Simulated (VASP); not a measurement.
The system is Mg3Zn2O.

```
CELL_PARAMETERS angstrom
5.55274 0.00000 0.00000
-2.77637 4.80882 0.00000
0.00000 0.00000 3.17752
ATOMIC_POSITIONS crystal
Mg 0.50000 0.00000 0.50000
Mg 0.50000 0.50000 0.50000
Mg 0.00000 0.50000 0.50000
Zn 0.33333 0.66667 0.00000
Zn 0.66667 0.33333 0.00000
O 0.00000 0.00000 0.00000
```

The cell was built from a structure type or drawn by symmetry, and may not be a known phase.

- Program: VASP 6.6.1
- Task: relaxation of cell and atoms
- Functional: PBE
- Potentials or basis: VASP PAW PBE potentials, release 64 (Mg, Zn, O)
- Cutoff: 600 eV
- k mesh: 6 × 6 × 6
- Occupations: gaussian, width 0.1 eV
- Spin: no spin polarisation

At the start: pressure 41.3 GPa; volume 14.14 Å³/atom.

Q: How do energy, volume and symmetry change on relaxing?

A: Over 8 steps the energy falls by 815.9 meV/atom and the volume is 20.35 Å³/atom (+43.9 %); space group P6/mmm (No. 191, to 0.1 Å) before and after.

The path:
```
step  energy change (eV)  largest force (eV/Å)  pressure (GPa)  volume (Å³)
   1              0.0000                0.0000           41.33        84.85
   2             -4.5140                0.0000           -2.32       137.43
   3             -4.5489                0.0000            0.01       128.97
   4             -4.5529                0.0000           -0.73       131.43
   5             -4.6272                0.0000           -0.72       129.98
   6             -4.8396                0.0000           -0.44       125.29
   7             -4.6579                0.0000            1.46       114.58
   8             -4.8951                0.0000           -0.19       122.10
```

Final structure:
```yaml
crystal:
  lattice:
    - [5.73617, 0.00000, 0.00000]
    - [-2.86808, 4.96766, 0.00000]
    - [0.00000, 0.00000, 4.28484]
  atoms:
    - { symbol: Mg, position: [0.50000, 0.00000, 0.50000] }
    - { symbol: Mg, position: [0.50000, 0.50000, 0.50000] }
    - { symbol: Mg, position: [0.00000, 0.50000, 0.50000] }
    - { symbol: Zn, position: [0.33333, 0.66667, 0.00000] }
    - { symbol: Zn, position: [0.66667, 0.33333, 0.00000] }
    - { symbol: O, position: [0.00000, 0.00000, 0.00000] }
```

Caveat: the volume moved by over 15 % at a fixed basis, so the end points are rough.
